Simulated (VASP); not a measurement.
Wanted: the native input for a VASP 6.6.1 run.

* Task: relaxation of cell and atoms
* Functional: LDA
* Potentials or basis: VASP PAW LDA potentials, release 64 (La)
* Cutoff: 600 eV
* k mesh: 12 × 12 × 12
* Occupations: fermi-dirac, width 0.08 eV
* Spin: no spin polarisation
* Target pressure: 3.5 GPa
* Dipole correction: no
* Further INCAR settings: ALGO = Normal; EDIFF = 1e-06; IBRION = 2; EDIFFG = -0.005; NSW = 32; ISIF = 3

The structure of La lies in POSCAR:

```
La
1.0
    3.0669605019      0.0000000000      0.0000000000
    0.0000000000      3.0669605019      0.0000000000
    0.0000000000      0.0000000000      3.0669605019
La
1
Direct
    0.0000000000      0.0000000000      0.0000000000
```

This isn't the form of La at room conditions, which is double hcp.

These files were run (other wordings do the same):

INCAR

```
PREC = Accurate
ENCUT = 600
EDIFF = 1E-6
ISMEAR = -1
SIGMA = 0.08
LREAL = False
LASPH = True
NELM = 60
ALGO = Normal
ISIF = 3
LWAVE = False
LCHARG = False
GGA = CA
IBRION = 2
NSW = 32
EDIFFG = -0.005
PSTRESS = 35.0
```

KPOINTS

```
regular mesh
0
Gamma
  12 12 12
```

Potentials or basis: VASP PAW LDA potentials, release 64 (La).

Launch:

```console
$ cat potpaw_LDA.64/La/POTCAR > POTCAR
$ mpirun -np 1 vasp_std > vasp.out
```

It gave:

```json
{"Relaxed volume": "28.74 Å³/atom", "Relaxed cell": "a = 3.063 Å, b = 3.063 Å, c = 3.063 Å, α = 90.00°, β = 90.00°, γ = 90.00°", "Space group after relaxing (to 0.1 Å)": "Pm-3m (No. 221)", "Energy change on relaxing (the run minimises the enthalpy)": "+2.4 meV/atom", "Ionic steps": "2", "Pressure after relaxing": "3.5 GPa", "Band gap on the k mesh": "zero (an odd number of electrons rules out a gap without spin polarisation)"}
```

Caveat: the cell is relaxed towards a set pressure, so the run minimises the enthalpy, not the energy; spin-orbit coupling is left out, which moves the levels of the heavy elements.

Wall time 22 s on 1 thread of Intel(R) Xeon(R) 6975P-C (Granite Rapids), with other jobs on the host, peak memory 0.18 GiB.
